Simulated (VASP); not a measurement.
# CdSe (Fm-3m) in VASP: further runs

Aim: see how the results for CdSe move with the level of theory and the settings. Levels: PBEsol, PBE-based screened hybrid with 5 % exact exchange, PBE-based screened hybrid with 75 % exact exchange. Tasks: single point.

All numbers are computed with VASP 6.6.1; they aren't measurements. Logs are shortened: lines on timing, memory, paths and dates and some standing lists are left out, and cuts for length are marked.

## (1) The cell of the first run

It takes space group Fm-3m (No. 225, cubic). Conventional cell: a = 5.686 Å, b = 5.686 Å, c = 5.686 Å, α = 90.00°, β = 90.00°, γ = 90.00°. Cd (site symmetry m-3m) has 6 Se at 2.84 Å within 3.7 Å. Se (site symmetry m-3m) has 6 Cd at 2.84 Å within 3.7 Å.

## (2) Single point, PBEsol

Input file INCAR:

```
SYSTEM = CdSe
ALGO = Normal
EDIFF = 1E-6
ENCUT = 500
GGA = PS
GGA_COMPAT = .FALSE.
ISIF = 2
ISMEAR = -1
ISYM = 0
LASPH = .TRUE.
LCHARG = .FALSE.
LREAL = .FALSE.
LWAVE = .FALSE.
NBANDS = 16
NELM = 120
PREC = Accurate
SIGMA = 0.02
```

Input file KPOINTS:

```
k-points
0
G
  6 6 6
  0 0 0
```

Input file POSCAR:

```
CdSe
1.0
    0.0000000000      2.8429458735      2.8429458735
    2.8429458735      0.0000000000      2.8429458735
    2.8429458735      2.8429458735      0.0000000000
Cd Se
1 1
Direct
    0.0000000000      0.0000000000      0.0000000000
    0.5000000000      0.5000000000      0.5000000000
```

Potentials or basis: VASP PAW PBE potentials, release 64 (Cd, Se).

The run is started by

```bash
> cat potpaw_PBE.64/Cd/POTCAR potpaw_PBE.64/Se/POTCAR > POTCAR
> mpirun -np 1 vasp_std > vasp.out
```

OUTCAR:

```text
SYSTEM = CdSe
   EDIFF = 1E-6
   ENCUT = 500
   GGA = PS
   ISIF = 2
   ISMEAR = -1
   ISYM = 0
   LASPH = .TRUE.
   LREAL = .FALSE.
   NELM = 120
   PREC = Accurate

 ion  position               nearest neighbor table
   1  0.000  0.000  0.000-   2 2.84   2 2.84   2 2.84   2 2.84   2 2.84   2 2.84
   2  0.500  0.500  0.500-   1 2.84   1 2.84   1 2.84   1 2.84   1 2.84   1 2.84

IMPORTANT INFORMATION: All symmetrisations will be switched off!
NOSYMM: (Re-)initialisation of all symmetry stuff for point group C_1.

----------------------------------------------------------------------------------------

                                     Primitive cell

  volume of cell :      45.9553

  direct lattice vectors                    reciprocal lattice vectors
     0.000000000  2.842945874  2.842945874    -0.175873908  0.175873908  0.175873908
     2.842945874  0.000000000  2.842945874     0.175873908 -0.175873908  0.175873908
     2.842945874  2.842945874  0.000000000     0.175873908  0.175873908 -0.175873908

  length of vectors
     4.020532611  4.020532611  4.020532611     0.304622544  0.304622544  0.304622544

  position of ions in fractional coordinates (direct lattice)
     0.000000000  0.000000000  0.000000000
     0.500000000  0.500000000  0.500000000

  ion indices of the primitive-cell ions
   primitive index   ion index
                 1           1
                 2           2

----------------------------------------------------------------------------------------

 KPOINTS: k-points

Automatic generation of k-mesh.
 Grid dimensions read from file:
 generate k-points for:    6    6    6

 Generating k-lattice:

  Cartesian coordinates                     Fractional coordinates (reciprocal lattice)
    -0.029312318  0.029312318  0.029312318     0.166666667  0.000000000  0.000000000
     0.029312318 -0.029312318  0.029312318     0.000000000  0.166666667  0.000000000
     0.029312318  0.029312318 -0.029312318     0.000000000  0.000000000  0.166666667

  Length of vectors
     0.050770424  0.050770424  0.050770424

  Shift w.r.t. Gamma in fractional coordinates (k-lattice)
     0.000000000  0.000000000  0.000000000

 Subroutine IBZKPT returns following result:
 ===========================================

 Found    112 irreducible k-points:

 Following reciprocal coordinates:
            Coordinates               Weight
  0.000000  0.000000  0.000000      1.000000
  0.166667  0.000000  0.000000      2.000000
  0.000000  0.166667  0.000000      2.000000
  0.000000  0.000000  0.166667      2.000000
  0.166667  0.166667  0.166667      2.000000
  0.333333  0.000000  0.000000      2.000000
[... 16 lines left out ...]
  0.166667 -0.166667 -0.166667      2.000000
  0.333333  0.333333  0.166667      2.000000
 [... further k-points ...]
   k-points           NKPTS =    112   k-points in BZ     NKDIM =    112   number of bands    NBANDS=     16
   number of dos      NEDOS =    301   number of ions     NIONS =      2
   total plane-waves  NPLWV =  27000
   dimension x,y,z NGX =    30 NGY =   30 NGZ =   30
   dimension x,y,z NGXF=    60 NGYF=   60 NGZF=   60
   ions per type =               1   1
   NGX,Y,Z   is equivalent  to a cutoff of  12.40, 12.40, 12.40 a.u.
   NGXF,Y,Z  is equivalent  to a cutoff of  24.81, 24.81, 24.81 a.u.
 SYSTEM =  CdSe
   PREC   = accura    normal or accurate (medium, high low for compatibility)
   ISTART =      0    job   : 0-new  1-cont  2-samecut
   ICHARG =      2    charge: 1-file 2-atom 10-const
   ISPIN  =      1    spin polarized calculation?
   LNONCOLLINEAR =      F non collinear calculations
   LSORBIT =      F    spin-orbit coupling
   LASPH  =      T    aspherical Exc in radial PAW
   ENCUT  =  500.0 eV  36.75 Ry    6.06 a.u.   7.33  7.33  7.33*2*pi/ulx,y,z
   NELM   =    120;   NELMIN=  2; NELMDL= -5     # of ELM steps
   EDIFF  = 0.1E-05   stopping-criterion for ELM
   LREAL  =      F    real-space projection
   EDIFFG = 0.1E-04   stopping-criterion for IOM
   NSW    =      0    number of steps for IOM
   IBRION =     -1    ionic relax: 0-MD 1-quasi-New 2-CG
   NFREE  =      0    steps in history (QN), initial steepest desc. (CG)
   ISIF   =      2    stress and relaxation
   ISYM   =      0    0-nonsym 1-usesym 2-fastsym
   POTIM  = 0.5000    time-step for ionic-motion
   TEBEG  =    0.0;   TEEND  =   0.0 temperature during run
   PSTRESS=    0.0 pullay stress
   NELECT =      18.0000    total number of electrons
   NUPDOWN=      -1.0000    fix difference up-down
   EMIN   =  10.00;   EMAX   =-10.00  energy-range for DOS
   EFERMI =   0.00;   METHOD = LEGACY
   ISMEAR =    -1;   SIGMA  =   0.02  broadening in eV -4-tet -1-fermi 0-gaus
   EFERMI_NEDOS =   21; number of points for ismear=-14 and -15
   IALGO  =     38    algorithm
   IMIX   =      4    mixing-type and parameters
     AMIX     =   0.40;   BMIX     =  1.00
     AMIX_MAG =   1.60;   BMIX_MAG =  1.00
  volume/ion in A,a.u.               =      22.98       155.06
  Fermi-wavevector in a.u.,A,eV,Ry     =   1.197808  2.263528 19.520865  1.434743
  Thomas-Fermi vector in A             =   2.333713
   LORBIT       =      0    0 simple, 1 ext, 2 COOP (PROOUT), +10 PAW based schemes
   GGA     = PS    functional components
   LHFCALC =     F    Hartree Fock is set to
   AEXX    =    0.0000 exact exchange contribution
   IVDW    =     0    specifies the selected vdW correction
   LEPSILON=     F    determine dielectric tensor
   LRPA    =     F    only Hartree local field effects (RPA)
 non-spin polarized calculation
  energy-cutoff  :      500.00
  volume of cell :       45.96
 maximum number of plane-waves:      1211
 NGX is ok and might be reduce to    30
   NGX = 15   NGY = 15   NGZ = 15

 number of electron      17.9999999 magnetization

 Free energy of the ion-electron system (eV)
  ---------------------------------------------------
  ext. energy  EPLUGINS =         0.00000000
  ---------------------------------------------------
  free energy    TOTEN  =        -5.98031437 eV

  energy without entropy =       -5.97872294  energy(sigma->0) =       -5.97951866

 E-fermi :   2.4194     XC(G=0): -10.3429

 val. band max:        2.3854278386   @ k =   0.5000   0.5000   0.5000
 cond. band min:       2.5174298912   @ k =   0.0000   0.0000   0.0000
 fundamental gap:      0.1320020526
 Fermi energy:         2.4193837777

 k-point     1 :       0.0000    0.0000    0.0000
  band No.  band energies     occupation
      1     -10.6929      2.00000
      2      -5.5169      2.00000
      3      -5.5169      2.00000
      4      -5.4982      2.00000
      5      -5.4982      2.00000
      6      -5.4982      2.00000
[... 8 lines left out ...]
     15      12.2587      0.00000
     16      12.2587      0.00000

 k-point     2 :       0.1667    0.0000    0.0000
  band No.  band energies     occupation
      1     -10.4852      2.00000
      2      -5.5790      2.00000
      3      -5.5790      2.00000
      4      -5.5189      2.00000
      5      -5.4619      2.00000
      6      -5.4619      2.00000
[... 8 lines left out ...]
     15      11.9837      0.00000
     16      11.9837      0.00000

 k-point     3 :       0.0000    0.1667    0.0000
  band No.  band energies     occupation
      1     -10.4852      2.00000
      2      -5.5790      2.00000
      3      -5.5790      2.00000
      4      -5.5189      2.00000
      5      -5.4619      2.00000
      6      -5.4619      2.00000
[... 8 lines left out ...]
     15      11.9837      0.00000
     16      11.9837      0.00000

 k-point     4 :       0.0000    0.0000    0.1667
  band No.  band energies     occupation
      1     -10.4852      2.00000
      2      -5.5790      2.00000
      3      -5.5790      2.00000
      4      -5.5189      2.00000
      5      -5.4619      2.00000
      6      -5.4619      2.00000
[... 8 lines left out ...]
     15      11.9837      0.00000
     16      11.9837      0.00000

 k-point     5 :       0.1667    0.1667    0.1667
  band No.  band energies     occupation
      1     -10.4852      2.00000
      2      -5.5790      2.00000
      3      -5.5790      2.00000
      4      -5.5189      2.00000
      5      -5.4619      2.00000
      6      -5.4619      2.00000
[... 8 lines left out ...]
     15      11.9837      0.00000
     16      11.9837      0.00000

 k-point     6 :       0.3333    0.0000    0.0000
  band No.  band energies     occupation
      1      -9.9978      2.00000
      2      -5.7025      2.00000
      3      -5.7025      2.00000
      4      -5.6009      2.00000
      5      -5.3839      2.00000
      6      -5.3839      2.00000
[... 8 lines left out ...]
     15      13.5520      0.00000
     16      13.5520      0.00000

 k-point     7 :       0.0000    0.3333    0.0000
  band No.  band energies     occupation
      1      -9.9978      2.00000
      2      -5.7025      2.00000
      3      -5.7025      2.00000
      4      -5.6009      2.00000
      5      -5.3839      2.00000
      6      -5.3839      2.00000
[... 8 lines left out ...]
     15      13.5520      0.00000
     16      13.5520      0.00000

 k-point     8 :       0.0000    0.0000    0.3333
  band No.  band energies     occupation
      1      -9.9978      2.00000
      2      -5.7025      2.00000
      3      -5.7025      2.00000
      4      -5.6009      2.00000
      5      -5.3839      2.00000
      6      -5.3839      2.00000
[... 8 lines left out ...]
     15      13.5520      0.00000
     16      13.5520      0.00000

 k-point     9 :       0.3333    0.3333    0.3333
  band No.  band energies     occupation
      1      -9.9978      2.00000
      2      -5.7025      2.00000
      3      -5.7025      2.00000
      4      -5.6009      2.00000
      5      -5.3839      2.00000
      6      -5.3839      2.00000
[... 8 lines left out ...]
     15      13.5520      0.00000
     16      13.5520      0.00000
[... 172 lines left out ...]
 k-point    19 :       0.1667    0.0000    0.3333
  band No.  band energies     occupation
      1     -10.0835      2.00000
      2      -5.6587      2.00000
      3      -5.5697      2.00000
      4      -5.5564      2.00000
      5      -5.4040      2.00000
      6      -5.3744      2.00000
[... 8 lines left out ...]
     15      14.3919      0.00000
     16      14.7312      0.00000

 k-point    20 :       0.1667    0.1667   -0.1667
  band No.  band energies     occupation
      1     -10.0835      2.00000
      2      -5.6587      2.00000
      3      -5.5697      2.00000
      4      -5.5564      2.00000
      5      -5.4040      2.00000
      6      -5.3744      2.00000
[... 8 lines left out ...]
     15      14.3919      0.00000
     16      14.7312      0.00000

 k-point    21 :       0.3333    0.1667    0.3333
  band No.  band energies     occupation
      1     -10.0835      2.00000
      2      -5.6587      2.00000
      3      -5.5697      2.00000
      4      -5.5564      2.00000
      5      -5.4040      2.00000
      6      -5.3744      2.00000
[... 8 lines left out ...]
     15      14.3919      0.00000
     16      14.7312      0.00000

 k-point    22 :       0.1667    0.3333    0.0000
  band No.  band energies     occupation
      1     -10.0835      2.00000
      2      -5.6587      2.00000
      3      -5.5697      2.00000
      4      -5.5564      2.00000
      5      -5.4040      2.00000
      6      -5.3744      2.00000
[... 8 lines left out ...]
     15      14.3919      0.00000
     16      14.7312      0.00000

 k-point    23 :       0.1667   -0.1667   -0.1667
  band No.  band energies     occupation
      1     -10.0835      2.00000
      2      -5.6587      2.00000
      3      -5.5697      2.00000
      4      -5.5564      2.00000
      5      -5.4040      2.00000
      6      -5.3744      2.00000
[... 8 lines left out ...]
     15      14.3919      0.00000
     16      14.7312      0.00000

 k-point    24 :       0.3333    0.3333    0.1667
  band No.  band energies     occupation
      1     -10.0835      2.00000
      2      -5.6587      2.00000
      3      -5.5697      2.00000
      4      -5.5564      2.00000
      5      -5.4040      2.00000
      6      -5.3744      2.00000
[... 8 lines left out ...]
     15      14.3919      0.00000
     16      14.7312      0.00000

 [... further k-points ...]

------------------------ aborting loop because EDIFF is reached ----------------------------------------

  FORCE on cell =-STRESS in cart. coord.  units (eV):
  Direction    XX          YY          ZZ          XY          YZ          ZX
  --------------------------------------------------------------------------------------
  -------------------------------------------------------------------------------------
  Total       -0.4584491     -0.4584510     -0.4584382      0.0000007      0.0000006      0.0000000
  in kB      -15.9832795    -15.9833470    -15.9828994      0.0000239      0.0000223      0.0000017
  external PRESSURE =     -15.9831753 kB  Pullay stress =       0.0000000 kB

 VOLUME and BASIS-vectors are now :
 -----------------------------------------------------------------------------
  energy-cutoff  :      500.00
  volume of cell :       45.96
      direct lattice vectors                 reciprocal lattice vectors
     0.000000000  2.842945874  2.842945874    -0.175873908  0.175873908  0.175873908
     2.842945874  0.000000000  2.842945874     0.175873908 -0.175873908  0.175873908
     2.842945874  2.842945874  0.000000000     0.175873908  0.175873908 -0.175873908

 POSITION                                       TOTAL-FORCE (eV/Angst)
 -----------------------------------------------------------------------------------
      0.00000      0.00000      0.00000         0.000001      0.000000      0.000000
      2.84295      2.84295      2.84295        -0.000001     -0.000000     -0.000000
 -----------------------------------------------------------------------------------
    total drift:                                0.000000     -0.000000     -0.000001

  FREE ENERGIE OF THE ION-ELECTRON SYSTEM (eV)
  ---------------------------------------------------
  free  energy   TOTEN  =        -5.9803143743 eV

  energy  without entropy=       -5.9787229385  energy(sigma->0) =       -5.97951866
```

Wall time 1.9 min (1 thread of Intel Xeon 8259CL, shared host); peak memory 0.23 GiB.

What came out:

```
Free energy            : -5.9803 eV
Pressure               : -1.6 GPa
Band gap on the k mesh : zero (bands 9 and 10 overlap by 0.51 eV)
```

Caveat: semilocal functionals underestimate gaps, so a narrow gap can read as zero; the PAW data sets were made with another functional, which shifts forces and pressure a little.

## (3) Single point, PBE-based screened hybrid with 5 % exact exchange

POSCAR is that of step 2.

Input file INCAR.step1:

```
ALGO = Normal
EDIFF = 1E-5
ENCUT = 400
GGA = PE
GGA_COMPAT = False
ISIF = 2
ISMEAR = -1
LASPH = True
LREAL = False
LWAVE = True
NBANDS = 16
NELM = 120
PREC = Accurate
SIGMA = 0.02
```

Input file INCAR.step2:

```
AEXX = 0.05
ALGO = Normal
EDIFF = 1E-6
ENCUT = 400
GGA = PE
GGA_COMPAT = False
HFSCREEN = 0.3
ISIF = 2
ISMEAR = -1
ISTART = 1
LASPH = True
LCHARG = True
LELF = True
LHFCALC = True
LREAL = False
LVHAR = True
LWAVE = False
NBANDS = 16
NELM = 120
PREC = Accurate
PRECFOCK = Normal
SIGMA = 0.02
```

Input file KPOINTS:

```
k-points
0
Gamma
  4 4 4
```

Potentials or basis: VASP PAW PBE potentials, release 64 (Cd, Se).

The run is started by

```bash
> cat potpaw_PBE.64/Cd/POTCAR potpaw_PBE.64/Se/POTCAR > POTCAR
> cp INCAR.step1 INCAR
> mpirun -np 1 vasp_std > vasp.out
> cp INCAR.step2 INCAR
> mpirun -np 1 vasp_std > vasp.out
```

It took 5.4 min on 1 thread of Intel Xeon 8259CL, shared host; peak memory 0.27 GiB.

The run converged. Its results:

```
Free energy            : -5.3196 eV
Pressure               : 1.6 GPa
Band gap on the k mesh : zero (bands 9 and 10 overlap by 0.28 eV)
```

Levels at points of the mesh, in eV from the Fermi level:
```csv
k point,band 7,band 8,band 9,band 10,band 11,band 12
"(0.00, 0.00, 0.00)",-0.62,-0.62,-0.62,0.40,8.87,8.87
"(0.50, 0.00, 0.00)",-5.12,-0.01,-0.01,3.19,5.46,5.46
"(0.50, 0.50, 0.00)",-4.29,-2.15,-2.15,-0.29,5.60,10.20
```

Caveat: the k points lie up to 0.48 Å⁻¹ apart; the PAW data sets were made with another functional, which shifts forces and pressure a little.

## (4) Single point, PBE-based screened hybrid with 75 % exact exchange

POSCAR is that of step 3.

Input file INCAR.step1:

```
SYSTEM = CdSe
ALGO = Normal ; EDIFF = 1E-5
ENCUT = 400 ; GGA = PE
GGA_COMPAT = .FALSE. ; ISIF = 2
ISMEAR = -1 ; LASPH = .TRUE.
LREAL = .FALSE. ; LWAVE = .TRUE.
NBANDS = 16 ; NELM = 120
PREC = Accurate ; SIGMA = 0.02
```

Input file INCAR.step2:

```
SYSTEM = CdSe
AEXX = 0.75 ; ALGO = Normal
EDIFF = 1E-6 ; ENCUT = 400
GGA = PE ; GGA_COMPAT = .FALSE.
HFSCREEN = 0.2078 ; ISIF = 2
ISMEAR = -1 ; ISTART = 1
LASPH = .TRUE. ; LCHARG = .TRUE.
LELF = .TRUE. ; LHFCALC = .TRUE.
LREAL = .FALSE. ; LVHAR = .TRUE.
LWAVE = .FALSE. ; NBANDS = 16
NELM = 120 ; PREC = Accurate
PRECFOCK = Normal ; SIGMA = 0.02
```

Input file KPOINTS:

```
k-points
0
G
  4 4 4
  0 0 0
```

The run is started by

```bash
> cat potpaw_PBE.64/Cd/POTCAR potpaw_PBE.64/Se/POTCAR > POTCAR
> cp INCAR.step1 INCAR
> mpirun -np 1 vasp_std > vasp.out
> cp INCAR.step2 INCAR
> mpirun -np 1 vasp_std > vasp.out
```

Run time: 9.8 min. Hardware: 1 thread of Intel Xeon 8259CL, shared host; peak memory 0.27 GiB.

It converged, with:

| Quantity | Value |
| --- | --- |
| Free energy | -9.6542 eV |
| Pressure | -2.9 GPa |
| Band gap on the k mesh | 2.56 eV (least direct gap 4.09 eV) |

Levels at points of the mesh, in eV from the valence-band top:
```tsv
k point	band 6	band 7	band 8	band 9	band 10	band 11	band 12	band 13
(0.00, 0.00, 0.00)	-11.67	-0.56	-0.56	-0.56	3.53	11.84	11.84	11.84
(0.50, 0.00, 0.00)	-11.54	-6.01	0.00	0.00	5.87	8.51	8.51	10.71
(0.50, 0.50, 0.00)	-10.63	-5.11	-2.44	-2.44	2.56	8.01	14.12	15.07
```

Caveat: the k points lie up to 0.48 Å⁻¹ apart; the PAW data sets were made with another functional, which shifts forces and pressure a little. A k mesh can miss the band edges.

## (5) Overview

```tsv
level	k mesh	cutoff (eV)	grid for exact exchange (PRECFOCK)	share of exact exchange	screening parameter	gap on the mesh (eV)	pressure (GPa)
PBEsol	6 × 6 × 6	500	-	-	-	none	-1.6
PBE-based screened hybrid with 5 % exact exchange	4 × 4 × 4	400	Normal	0.05	0.3 1/Å	none	1.6
PBE-based screened hybrid with 75 % exact exchange	4 × 4 × 4	400	Normal	0.75	0.2078 1/Å	2.56	-2.9
```

Alike in all rows: task single point; potentials or basis VASP PAW PBE potentials, release 64 (Cd, Se); no spin polarisation; cell as given; smearing fermi-dirac 0.02 eV.

Caveats: some runs use coarse meshes; the PAW data sets were made with another functional, which shifts forces and pressure a little; semilocal functionals underestimate gaps, so a narrow gap can read as zero (at least some runs).

Absolute energies hang on the potentials; compare differences alone.
